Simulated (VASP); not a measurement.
# B2O (I4/mmm) in VASP: single point with PBE

Aim: the single point of B2O with PBE.

All numbers are computed with VASP 6.6.1; they aren't measurements. Logs are shortened: lines on timing, memory, paths and dates and some standing lists are left out, and cuts for length are marked.

## 1. The cell of the first run

The structure is tetragonal, space group I4/mmm (No. 139). The conventional cell has a = 2.315 Å, b = 2.315 Å, c = 7.253 Å, α = 90.00°, β = 90.00°, γ = 90.00°. Within 2.5 Å of B (site symmetry 4mm) lie 8 B at 1.90 to 2.31 Å and 5 O at 2.11 to 2.30 Å. O (site symmetry 4/mmm) has 10 B at 2.11 to 2.30 Å and 4 O at 2.31 Å within 2.8 Å.

## 2. Single point, PBE

Input file INCAR:

```
ALGO = Normal ; EDIFF = 1E-6
ENCUT = 520 ; GGA = PE
ISIF = 2 ; ISMEAR = 0
LASPH = T ; LCHARG = T
LELF = T ; LREAL = F
LVHAR = T ; LWAVE = F
NBANDS = 13 ; NELM = 60
PREC = Accurate ; SIGMA = 0.1
```

Input file KPOINTS:

```
k-points
0
Gamma
  28 28 28
```

Input file POSCAR:

```
B2O
1.0
   -1.1572857940      1.1572857940      3.6266245932
    1.1572857940     -1.1572857940      3.6266245932
    1.1572857940      1.1572857940     -3.6266245932
B O
2 1
Direct
    0.3169730716      0.3169730716      0.0000000000
    0.6830269284      0.6830269284      0.0000000000
    0.0000000000      0.0000000000      0.0000000000
```

Potentials or basis: VASP PAW PBE potentials, release 64 (B, O).

Run with:

```
$ cat potpaw_PBE.64/B/POTCAR potpaw_PBE.64/O/POTCAR > POTCAR
$ mpirun -np 1 vasp_std > vasp.out
```

OUTCAR:

```text
EDIFF = 1E-6
   ENCUT = 520
   GGA = PE
   ISIF = 2
   ISMEAR = 0
   LASPH = T
   LREAL = F
   NELM = 60
   PREC = Accurate

 ion  position               nearest neighbor table
   1  0.317  0.317  0.000-   2 1.90   2 1.90   2 1.90   2 1.90
   2  0.683  0.683  0.000-   1 1.90   1 1.90   1 1.90   1 1.90
   3  0.000  0.000  0.000-

  LATTYP: Found a body centered tetragonal cell.
 ALAT       =     2.3145715880
 C/A-ratio  =     3.1337329223

  Lattice vectors:

 A1 = (  -1.1572857940,   1.1572857940,   3.6266245932)
 A2 = (   1.1572857940,  -1.1572857940,   3.6266245932)
 A3 = (   1.1572857940,   1.1572857940,  -3.6266245932)

Analysis of symmetry for initial positions (statically):
=====================================================================
 Subroutine PRICEL returns:
 Original cell was already a primitive cell.

 Routine SETGRP: Setting up the symmetry group for a
 body centered tetragonal supercell.

 Subroutine GETGRP returns: Found 16 space group operations
 (whereof 16 operations were pure point group operations)
 out of a pool of 16 trial point group operations.

The static configuration has the point symmetry D_4h.

Analysis of symmetry for dynamics (positions and initial velocities):
=====================================================================
 Subroutine PRICEL returns:
 Original cell was already a primitive cell.

 Routine SETGRP: Setting up the symmetry group for a
 body centered tetragonal supercell.

 Subroutine GETGRP returns: Found 16 space group operations
 (whereof 16 operations were pure point group operations)
 out of a pool of 16 trial point group operations.

The dynamic configuration has the point symmetry D_4h.

 Subroutine INISYM returns: Found 16 space group operations
 (whereof 16 operations are pure point group operations),
 and found     1 'primitive' translations

----------------------------------------------------------------------------------------

                                     Primitive cell

  volume of cell :      19.4287

  direct lattice vectors                    reciprocal lattice vectors
    -1.157285794  1.157285794  3.626624593     0.000000000  0.432045397  0.137869246
     1.157285794 -1.157285794  3.626624593     0.432045397  0.000000000  0.137869246
     1.157285794  1.157285794 -3.626624593     0.432045397  0.432045397  0.000000000

  length of vectors
     3.978822283  3.978822283  3.978822283     0.453509817  0.453509817  0.611004460

  position of ions in fractional coordinates (direct lattice)
     0.316973072  0.316973072  0.000000000
     0.683026928  0.683026928  0.000000000
     0.000000000  0.000000000  0.000000000

  ion indices of the primitive-cell ions
   primitive index   ion index
                 1           1
                 2           2
                 3           3

----------------------------------------------------------------------------------------

 KPOINTS: k-points

Automatic generation of k-mesh.
 Grid dimensions read from file:
 generate k-points for:   28   28   28

 Generating k-lattice:

  Cartesian coordinates                     Fractional coordinates (reciprocal lattice)
     0.000000000  0.015430193  0.004923902     0.035714286  0.000000000  0.000000000
     0.015430193  0.000000000  0.004923902     0.000000000  0.035714286  0.000000000
     0.015430193  0.015430193  0.000000000     0.000000000  0.000000000  0.035714286

  Length of vectors
     0.016196779  0.016196779  0.021821588

  Shift w.r.t. Gamma in fractional coordinates (k-lattice)
     0.000000000  0.000000000  0.000000000

 Subroutine IBZKPT returns following result:
 ===========================================

 Found   1639 irreducible k-points:

 Following reciprocal coordinates:
            Coordinates               Weight
  0.000000  0.000000  0.000000      1.000000
  0.035714  0.000000  0.000000      8.000000
  0.071429  0.000000  0.000000      8.000000
  0.107143 -0.000000  0.000000      8.000000
  0.142857  0.000000  0.000000      8.000000
  0.178571  0.000000  0.000000      8.000000
[... 16 lines left out ...]
  0.285714  0.035714 -0.000000     16.000000
  0.321429  0.035714  0.000000     16.000000
 [... further k-points ...]
   k-points           NKPTS =   1639   k-points in BZ     NKDIM =   1639   number of bands    NBANDS=     13
   number of dos      NEDOS =    301   number of ions     NIONS =      3
   total plane-waves  NPLWV =  27000
   dimension x,y,z NGX =    30 NGY =   30 NGZ =   30
   dimension x,y,z NGXF=    60 NGYF=   60 NGZF=   60
   ions per type =               2   1
   NGX,Y,Z   is equivalent  to a cutoff of  12.53, 12.53, 12.53 a.u.
   NGXF,Y,Z  is equivalent  to a cutoff of  25.07, 25.07, 25.07 a.u.
 SYSTEM =  unknown system
   PREC   = accura    normal or accurate (medium, high low for compatibility)
   ISTART =      0    job   : 0-new  1-cont  2-samecut
   ICHARG =      2    charge: 1-file 2-atom 10-const
   ISPIN  =      1    spin polarized calculation?
   LNONCOLLINEAR =      F non collinear calculations
   LSORBIT =      F    spin-orbit coupling
   LASPH  =      T    aspherical Exc in radial PAW
   ENCUT  =  520.0 eV  38.22 Ry    6.18 a.u.   7.40  7.40  7.40*2*pi/ulx,y,z
   NELM   =     60;   NELMIN=  2; NELMDL= -5     # of ELM steps
   EDIFF  = 0.1E-05   stopping-criterion for ELM
   LREAL  =      F    real-space projection
   EDIFFG = 0.1E-04   stopping-criterion for IOM
   NSW    =      0    number of steps for IOM
   IBRION =     -1    ionic relax: 0-MD 1-quasi-New 2-CG
   NFREE  =      0    steps in history (QN), initial steepest desc. (CG)
   ISIF   =      2    stress and relaxation
   ISYM   =      2    0-nonsym 1-usesym 2-fastsym
   POTIM  = 0.5000    time-step for ionic-motion
   TEBEG  =    0.0;   TEEND  =   0.0 temperature during run
   PSTRESS=    0.0 pullay stress
   NELECT =      12.0000    total number of electrons
   NUPDOWN=      -1.0000    fix difference up-down
   EMIN   =  10.00;   EMAX   =-10.00  energy-range for DOS
   EFERMI =   0.00;   METHOD = LEGACY
   ISMEAR =     0;   SIGMA  =   0.10  broadening in eV -4-tet -1-fermi 0-gaus
   EFERMI_NEDOS =   21; number of points for ismear=-14 and -15
   IALGO  =     38    algorithm
   IMIX   =      4    mixing-type and parameters
     AMIX     =   0.40;   BMIX     =  1.00
     AMIX_MAG =   1.60;   BMIX_MAG =  1.00
  volume/ion in A,a.u.               =       6.48        43.70
  Fermi-wavevector in a.u.,A,eV,Ry     =   1.394186  2.634629 26.446377  1.943754
  Thomas-Fermi vector in A             =   2.517759
   LORBIT       =      0    0 simple, 1 ext, 2 COOP (PROOUT), +10 PAW based schemes
   GGA     = PE    functional components
   LHFCALC =     F    Hartree Fock is set to
   AEXX    =    0.0000 exact exchange contribution
   IVDW    =     0    specifies the selected vdW correction
   LEPSILON=     F    determine dielectric tensor
   LRPA    =     F    only Hartree local field effects (RPA)
 non-spin polarized calculation
 Gauss-broadening in eV      SIGMA  =   0.10
  energy-cutoff  :      520.00
  volume of cell :       19.43
 maximum number of plane-waves:       549
 NGX is ok and might be reduce to    30
   NGX = 15   NGY = 15   NGZ = 15

 number of electron      11.9999999 magnetization

 Free energy of the ion-electron system (eV)
  ---------------------------------------------------
  ext. energy  EPLUGINS =         0.00000000
  ---------------------------------------------------
  free energy    TOTEN  =       -14.56237857 eV

  energy without entropy =      -14.56041281  energy(sigma->0) =      -14.56139569

 E-fermi :   8.4479     XC(G=0): -12.7690

 val. band max:        8.4458345768   @ k =   0.2857   0.1786   0.1786
 cond. band min:       8.4532614822   @ k =   0.1429   0.0000   0.0000
 fundamental gap:      0.0074269054
 Fermi energy:         8.4478921873

 k-point     1 :       0.0000    0.0000    0.0000
  band No.  band energies     occupation
      1     -13.6747      2.00000
      2      -4.4098      2.00000
      3      -1.1296      2.00000
      4       6.6455      2.00000
      5       6.6455      2.00000
      6      10.6279      0.00000
      7      10.8514      0.00000
      8      10.8514      0.00000
      9      13.1889      0.00000
     10      21.0433      0.00000
     11      21.0433      0.00000
     12      21.7428      0.00000
     13      22.0170      0.00000

 k-point     2 :       0.0357    0.0000    0.0000
  band No.  band energies     occupation
      1     -13.6505      2.00000
      2      -4.4088      2.00000
      3      -1.0811      2.00000
      4       6.4662      2.00000
      5       6.6543      2.00000
      6      10.6470      0.00000
      7      10.7505      0.00000
      8      10.8851      0.00000
      9      13.1938      0.00000
     10      20.9390      0.00000
     11      21.0071      0.00000
     12      21.8887      0.00000
     13      22.1004      0.00000

 k-point     3 :       0.0714    0.0000    0.0000
  band No.  band energies     occupation
      1     -13.5783      2.00000
      2      -4.4037      2.00000
      3      -0.9390      2.00000
      4       5.9895      2.00000
      5       6.6808      2.00000
      6      10.0975      0.00000
      7      10.9855      0.00000
      8      11.0572      0.00000
      9      13.1950      0.00000
     10      20.6581      0.00000
     11      20.8988      0.00000
     12      21.9380      0.00000
     13      22.6898      0.00000
[... 305 lines left out ...]
 k-point    23 :       0.2857    0.0357   -0.0000
  band No.  band energies     occupation
      1     -12.2363      2.00000
      2      -4.0926      2.00000
      3       0.7991      2.00000
      4       1.5973      2.00000
      5       5.5446      2.00000
      6       7.0358      2.00000
      7      11.5542      0.00000
      8      12.6961      0.00000
      9      13.5977      0.00000
     10      18.3612      0.00000
     11      18.8758      0.00000
     12      21.5226      0.00000
     13      27.1389      0.00000

 k-point    24 :       0.3214    0.0357    0.0000
  band No.  band energies     occupation
      1     -11.9298      2.00000
      2      -3.9213      2.00000
      3       0.3337      2.00000
      4       1.4017      2.00000
      5       5.3084      2.00000
      6       7.1470      2.00000
      7      11.1544      0.00000
      8      13.1297      0.00000
      9      13.6856      0.00000
     10      18.2646      0.00000
     11      18.3962      0.00000
     12      21.2855      0.00000
     13      27.0764      0.00000

 [... further k-points ...]

------------------------ aborting loop because EDIFF is reached ----------------------------------------

  FORCE on cell =-STRESS in cart. coord.  units (eV):
  Direction    XX          YY          ZZ          XY          YZ          ZX
  --------------------------------------------------------------------------------------
  -------------------------------------------------------------------------------------
  Total       -0.0017735     -0.0017735     -0.0201526      0.0000000     -0.0000000      0.0000000
  in kB       -0.1462541     -0.1462541     -1.6618708      0.0000000     -0.0000000      0.0000000
  external PRESSURE =      -0.6514597 kB  Pullay stress =       0.0000000 kB

 VOLUME and BASIS-vectors are now :
 -----------------------------------------------------------------------------
  energy-cutoff  :      520.00
  volume of cell :       19.43
      direct lattice vectors                 reciprocal lattice vectors
    -1.157285794  1.157285794  3.626624593     0.000000000  0.432045397  0.137869246
     1.157285794 -1.157285794  3.626624593     0.432045397  0.000000000  0.137869246
     1.157285794  1.157285794 -3.626624593     0.432045397  0.432045397  0.000000000

 POSITION                                       TOTAL-FORCE (eV/Angst)
 -----------------------------------------------------------------------------------
      0.00000      0.00000      2.29908         0.000000      0.000000     -0.000664
      0.00000      0.00000      4.95416        -0.000000     -0.000000      0.000664
      0.00000      0.00000      0.00000        -0.000000     -0.000000     -0.000000
 -----------------------------------------------------------------------------------
    total drift:                                0.000000      0.000000     -0.000000

  FREE ENERGIE OF THE ION-ELECTRON SYSTEM (eV)
  ---------------------------------------------------
  free  energy   TOTEN  =       -14.5623785711 eV

  energy  without entropy=      -14.5604128052  energy(sigma->0) =      -14.56139569
```

It took 11 min on 1 thread of AMD EPYC 7R13 (Zen 3), shared host; peak memory 0.45 GiB.

Results:

- Free energy: -14.5624 eV
- Pressure: -0.1 GPa
- Band gap on the k mesh: zero (bands 6 and 7 overlap by 4.17 eV)

Stress tensor (GPa, compression positive):
```
-0.01  0.00  0.00
 0.00 -0.01  0.00
 0.00  0.00 -0.17
```

Levels at points of the mesh, in eV from the Fermi level:
```
           k point  band 3  band 4  band 5  band 6  band 7  band 8  band 9  band 10
(0.00, 0.00, 0.00)   -9.58   -1.80   -1.80    2.18    2.40    2.40    4.74    12.60
(0.50, 0.00, 0.00)   -9.13   -8.88   -1.82   -0.87    0.43    5.36    7.16     7.62
(0.50, 0.50, 0.00)   -6.76   -6.58   -5.23   -2.24   -1.95    0.96    1.09     4.34
(0.50, 0.50, 0.50)   -3.19   -2.36   -2.36   -1.54    3.79    3.79    6.84    11.04
```
